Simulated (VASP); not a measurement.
# Tl in VASP: a series of runs

Tl is run at these levels: LDA, PBE; tasks: single point.

Everything below comes from runs of VASP 6.6.1. Logs are shortened: lines on timing, memory, paths and dates and some standing lists are left out, and cuts for length are marked.

### 1 The cell of the first run

The typed cell holds 1 atom: a = 3.418 Å, b = 3.355 Å, c = 3.345 Å, α = 108.22°, β = 109.78°, γ = 109.27°.

### 2 Single point, LDA, non-collinear spin, zero start, spin-orbit coupling (the cell strained at random)

INCAR

```
PREC     = Accurate       # precision mode
ENCUT    = 520            # plane-wave cutoff, eV
EDIFF    = 1E-6           # SCF threshold, eV
ISMEAR   = -1             # smearing method
SIGMA    = 0.1            # smearing width, eV
LREAL    = F              # projectors in reciprocal space
LASPH    = T              # aspherical terms in the spheres
NELM     = 150            # most SCF steps
ALGO     = Normal         # electronic algorithm
ISIF     = 2              # what is computed and relaxed
LWAVE    = F              # write WAVECAR
LCHARG   = T              # write CHGCAR
MAGMOM   = 0 0 0          # initial moments
LORBIT   = 11             # projections on sites
LSORBIT  = T              # spin-orbit coupling
GGA_COMPAT= F            
LORBMOM  = T            
LVHAR    = T            
NBANDS   = 24             # bands
```

KPOINTS

```
Automatic mesh
0
Gamma
  7 7 7
```

POSCAR

```
Tl
1.0
   -1.9565290000      1.9765980000      1.9872800000
    1.9686700000     -1.9099570000      1.9327800000
    1.9592500000      1.9126780000     -1.9206400000
Tl
1
Direct
    0.0000000000      0.0000000000      0.0000000000
```

Potentials or basis: VASP PAW LDA potentials, release 64 (Tl_d).

Launch:

```
> cat potpaw_LDA.64/Tl_d/POTCAR > POTCAR
> mpirun -np 1 vasp_ncl > vasp.out
```

OUTCAR:

```text
PREC = Accurate
   ENCUT = 520
   EDIFF = 1E-6
   ISMEAR = -1
   LREAL = F
   LASPH = T
   NELM = 150
   ISIF = 2
   LORBIT = 11
   LSORBIT = T

 ion  position               nearest neighbor table
   1  0.000  0.000  0.000-

  LATTYP: Found a triclinic cell.
 ALAT       =     3.3445262301
 B/A-ratio  =     1.6229032141
 C/A-ratio  =     1.9474743929
 COS(alpha) =     0.0002885467
 COS(beta)  =     0.5300752694
 COS(gamma) =     0.8094305123

  Lattice vectors:

 A1 = (  -1.9592500000,  -1.9126780000,   1.9206400000)
 A2 = (   0.0094200000,  -3.8226350000,   3.8534200000)
 A3 = (  -5.8844490000,   1.9738770000,   1.9751400000)

Analysis of symmetry for initial positions (statically):
=====================================================================
 Subroutine PRICEL returns:
 Original cell was already a primitive cell.

 Routine SETGRP: Setting up the symmetry group for a
 triclinic supercell.

 Subroutine GETGRP returns: Found  2 space group operations
 (whereof  2 operations were pure point group operations)
 out of a pool of  2 trial point group operations.

The static configuration has the point symmetry S_2 .

Analysis of symmetry for dynamics (positions and initial velocities):
=====================================================================
 Subroutine PRICEL returns:
 Original cell was already a primitive cell.

 Routine SETGRP: Setting up the symmetry group for a
 triclinic supercell.

 Subroutine GETGRP returns: Found  2 space group operations
 (whereof  2 operations were pure point group operations)
 out of a pool of  2 trial point group operations.

The dynamic configuration has the point symmetry S_2 .

Analysis of structural, dynamic, and magnetic symmetry:
=====================================================================
 Subroutine PRICEL returns:
 Original cell was already a primitive cell.

 Routine SETGRP: Setting up the symmetry group for a
 triclinic supercell.

 Subroutine GETGRP returns: Found  2 space group operations
 (whereof  2 operations were pure point group operations)
 out of a pool of  2 trial point group operations.

The overall configuration has the point symmetry S_2 .

 Subroutine INISYM returns: Found  2 space group operations
 (whereof  2 operations are pure point group operations),
 and found     1 'primitive' translations

----------------------------------------------------------------------------------------

                                     Primitive cell

  volume of cell :      29.9339

  direct lattice vectors                    reciprocal lattice vectors
    -1.956529000  1.976598000  1.987280000    -0.000950293  0.252820593  0.250803131
     1.968670000 -1.909957000  1.932780000     0.253804573 -0.004536345  0.254389184
     1.959250000  1.912678000 -1.920640000     0.254425558  0.257027632 -0.005157462

  length of vectors
     3.418219885  3.355478481  3.344526230     0.356119875  0.359376122  0.361693472

  position of ions in fractional coordinates (direct lattice)
     0.000000000  0.000000000  0.000000000

  ion indices of the primitive-cell ions
   primitive index   ion index
                 1           1

----------------------------------------------------------------------------------------

 KPOINTS: Automatic mesh

Automatic generation of k-mesh.
 Grid dimensions read from file:
 generate k-points for:    7    7    7

 Generating k-lattice:

  Cartesian coordinates                     Fractional coordinates (reciprocal lattice)
    -0.000135756  0.036117228  0.035829019     0.142857143 -0.000000000  0.000000000
     0.036257796 -0.000648049  0.036341312     0.000000000  0.142857143  0.000000000
     0.036346508  0.036718233 -0.000736780    -0.000000000 -0.000000000  0.142857143

  Length of vectors
     0.050874268  0.051339446  0.051670496

  Shift w.r.t. Gamma in fractional coordinates (k-lattice)
     0.000000000  0.000000000  0.000000000

 Subroutine IBZKPT returns following result:
 ===========================================

 Found    172 irreducible k-points:

[... 45 lines left out ...]
   EDIFF  = 0.1E-05   stopping-criterion for ELM
   LREAL  =      F    real-space projection
   EDIFFG = 0.1E-04   stopping-criterion for IOM
   NSW    =      0    number of steps for IOM
   IBRION =     -1    ionic relax: 0-MD 1-quasi-New 2-CG
   NFREE  =      0    steps in history (QN), initial steepest desc. (CG)
   ISIF   =      2    stress and relaxation
   ISYM   =      2    0-nonsym 1-usesym 2-fastsym
   POTIM  = 0.5000    time-step for ionic-motion
   TEBEG  =    0.0;   TEEND  =   0.0 temperature during run
   PSTRESS=    0.0 pullay stress
   NELECT =      13.0000    total number of electrons
   NUPDOWN=      -1.0000    fix difference up-down
   EMIN   =  10.00;   EMAX   =-10.00  energy-range for DOS
   EFERMI =   0.00;   METHOD = LEGACY
   ISMEAR =    -1;   SIGMA  =   0.10  broadening in eV -4-tet -1-fermi 0-gaus
   EFERMI_NEDOS =   21; number of points for ismear=-14 and -15
   IALGO  =     38    algorithm
   IMIX   =      4    mixing-type and parameters
     AMIX     =   0.40;   BMIX     =  1.00
     AMIX_MAG =   1.60;   BMIX_MAG =  1.00
  volume/ion in A,a.u.               =      29.93       202.00
  Fermi-wavevector in a.u.,A,eV,Ry     =   1.239752  2.342792 20.911955  1.536985
  Thomas-Fermi vector in A             =   2.374222
   LORBIT       =     11    0 simple, 1 ext, 2 COOP (PROOUT), +10 PAW based schemes
   GGA     = CA    functional components
   LHFCALC =     F    Hartree Fock is set to
   AEXX    =    0.0000 exact exchange contribution
   IVDW    =     0    specifies the selected vdW correction
   LEPSILON=     F    determine dielectric tensor
   LRPA    =     F    only Hartree local field effects (RPA)
  energy-cutoff  :      520.00
  volume of cell :       29.93
 maximum number of plane-waves:      1638
 NGX is ok and might be reduce to    28
   NGX = 13   NGY = 13   NGZ = 13

 number of electron      13.0000000 magnetization       0.0000000      0.0000000      0.0000000

 number of electron      13.0000001 magnetization       0.0000072     -0.0000011     -0.0000003

 number of electron      13.0000001 magnetization      -0.0000058      0.0000002      0.0000003

 Free energy of the ion-electron system (eV)
  ---------------------------------------------------
  ext. energy  EPLUGINS =         0.00000000
  ---------------------------------------------------
  free energy    TOTEN  =        -3.18982972 eV

  energy without entropy =       -3.16427379  energy(sigma->0) =       -3.17705176

 E-fermi :   5.8381     XC(G=0): -10.2754

 val. band max:        5.8190042071   @ k =  -0.4286   0.4286   0.2857
 cond. band min:       5.8481022752   @ k =  -0.4286   0.0000   0.1429
 fundamental gap:      0.0290980680
 Fermi energy:         5.8380522540

 k-point     1 :       0.0000    0.0000    0.0000
  band No.  band energies     occupation
      1      -6.9083      1.00000
      2      -6.9083      1.00000
      3      -6.8908      1.00000
      4      -6.8908      1.00000
      5      -4.8943      1.00000
      6      -4.8943      1.00000
[... 637 lines left out ...]
     23      19.4038      0.00000
     24      19.4038      0.00000

 [... further k-points ...]

------------------------ aborting loop because EDIFF is reached ----------------------------------------

  FORCE on cell =-STRESS in cart. coord.  units (eV):
  Direction    XX          YY          ZZ          XY          YZ          ZX
  --------------------------------------------------------------------------------------
  -------------------------------------------------------------------------------------
  Total       -0.6235912     -0.6470470     -0.5892273      0.0110024      0.0277388      0.0118164
  in kB      -33.3769993    -34.6324462    -31.5377116      0.5888934      1.4846874      0.6324588
  external PRESSURE =     -33.1823857 kB  Pullay stress =       0.0000000 kB

 VOLUME and BASIS-vectors are now :
 -----------------------------------------------------------------------------
  energy-cutoff  :      520.00
  volume of cell :       29.93
      direct lattice vectors                 reciprocal lattice vectors
    -1.956529000  1.976598000  1.987280000    -0.000950293  0.252820593  0.250803131
     1.968670000 -1.909957000  1.932780000     0.253804573 -0.004536345  0.254389184
     1.959250000  1.912678000 -1.920640000     0.254425558  0.257027632 -0.005157462

 POSITION                                       TOTAL-FORCE (eV/Angst)
 -----------------------------------------------------------------------------------
      0.00000      0.00000      0.00000         0.000000      0.000000      0.000000
 -----------------------------------------------------------------------------------
    total drift:                               -0.000000     -0.000000     -0.000000

  FREE ENERGIE OF THE ION-ELECTRON SYSTEM (eV)
  ---------------------------------------------------
  free  energy   TOTEN  =        -3.1898297171 eV

  energy  without entropy=       -3.1642737946  energy(sigma->0) =       -3.17705176

 orbital moment (x)

 # of ion     p       d       tot
 ----------------------------------------
  1        -0.000   0.000  -0.000
 ----------------------------------------
           -0.000   0.000  -0.000

 orbital moment (y)

 # of ion     p       d       tot
 ----------------------------------------
  1         0.000   0.000   0.000
 ----------------------------------------
            0.000   0.000   0.000

 orbital moment (z)

 # of ion     p       d       tot
 ----------------------------------------
  1        -0.000   0.000  -0.000
 ----------------------------------------
           -0.000   0.000  -0.000

 Spin-Orbit-Coupling matrix elements

 Ion:    1  E_soc:     -0.6520426
 l=   1
     0.0000000    -0.0588565    -0.0586930
    -0.0588565     0.0000000    -0.0586540
    -0.0586930    -0.0586540     0.0000000
 l=   2
     0.0000000    -0.0096523     0.0000000    -0.0096350    -0.0402962
    -0.0096523     0.0000000    -0.0302197    -0.0096386    -0.0100663
     0.0000000    -0.0302197     0.0000000    -0.0302310     0.0000000
    -0.0096350    -0.0096386    -0.0302310     0.0000000    -0.0100788
    -0.0402962    -0.0100663     0.0000000    -0.0100788     0.0000000
 l=   3
     0.0000000     0.0000000     0.0000000     0.0000000     0.0000000     0.0000000     0.0000000
     0.0000000     0.0000000     0.0000000     0.0000000     0.0000000     0.0000000     0.0000000
     0.0000000     0.0000000     0.0000000     0.0000000     0.0000000     0.0000000     0.0000000
     0.0000000     0.0000000     0.0000000     0.0000000     0.0000000     0.0000000     0.0000000
     0.0000000     0.0000000     0.0000000     0.0000000     0.0000000     0.0000000     0.0000000
     0.0000000     0.0000000     0.0000000     0.0000000     0.0000000     0.0000000     0.0000000
     0.0000000     0.0000000     0.0000000     0.0000000     0.0000000     0.0000000     0.0000000

 total charge

# of ion       s       p       d       tot
------------------------------------------
    1        1.178   0.392   9.632  11.202

 magnetization (x)

# of ion       s       p       d       tot
------------------------------------------
    1        0.000   0.000   0.000   0.000

 magnetization (y)

# of ion       s       p       d       tot
------------------------------------------
    1        0.000  -0.000   0.000  -0.000

 magnetization (z)

# of ion       s       p       d       tot
------------------------------------------
    1        0.000   0.000  -0.000   0.000
```

It took 6.1 min on 1 thread of Intel Xeon 8259CL, shared host; peak memory 0.32 GiB.

What came out:

- Free energy: -3.1898 eV
- Pressure: -3.3 GPa
- Net moment: 0.00 μB per cell
- Valence electrons inside the program's atomic spheres: Tl 11.20

Moments on the atoms (μB; x, y, z):
```
Tl  0.00 0.00 0.00
```

Caveat: the cell differs from its parent crystal (the cell strained at random); the cell stands under tension.

### 3 Single point, PBE

INCAR

```
SYSTEM = Tl
PREC = Accurate
ENCUT = 520
EDIFF = 1E-6
ISMEAR = -1
SIGMA = 0.05
LREAL = .FALSE.
LASPH = .TRUE.
NELM = 60
ALGO = Fast
ISIF = 2
LWAVE = .FALSE.
LCHARG = .FALSE.
GGA = PE
NBANDS = 12
```

KPOINTS

```
Automatic mesh
0
G
  8 8 8
  0 0 0
```

POSCAR

```
Tl
1.0
   -1.9559951735      1.9559951735      1.9559951735
    1.9559951735     -1.9559951735      1.9559951735
    1.9559951735      1.9559951735     -1.9559951735
Tl
1
Direct
    0.0000000000      0.0000000000      0.0000000000
```

Potentials or basis: VASP PAW PBE potentials, release 64 (Tl_d).

Launch:

```
> cat potpaw_PBE.64/Tl_d/POTCAR > POTCAR
> mpirun -np 1 vasp_std > vasp.out
```

It took 19 s on 1 thread of Intel Xeon 8259CL, shared host; peak memory 0.15 GiB.

The run converged. Its results:

- Free energy: -2.2003 eV
- Pressure: 1.6 GPa
- Band gap on the k mesh: zero (an odd number of electrons rules out a gap without spin polarisation)

Levels at points of the mesh, in eV from the Fermi level:
```
           k point  band 2  band 3  band 4  band 5  band 6  band 7  band 8  band 9  band 10  band 11
(0.00, 0.00, 0.00)  -11.61  -11.61  -11.22  -11.22   -9.73   10.36   10.36   10.36    12.24    12.24
(0.50, 0.00, 0.00)  -11.73  -11.25  -11.22  -10.97   -5.04   -2.55    5.65    7.02     9.77    11.00
(0.50, 0.50, 0.50)  -11.79  -11.03  -11.03  -11.03   -1.83    1.45    1.45    1.45     6.38     6.38
```

Caveat: spin-orbit coupling is left out, which moves the levels of the heavy elements.

(Part 1 of 3 ends here.)

The gap in the log of VASP goes by the Fermi energy; the results here count the filled bands.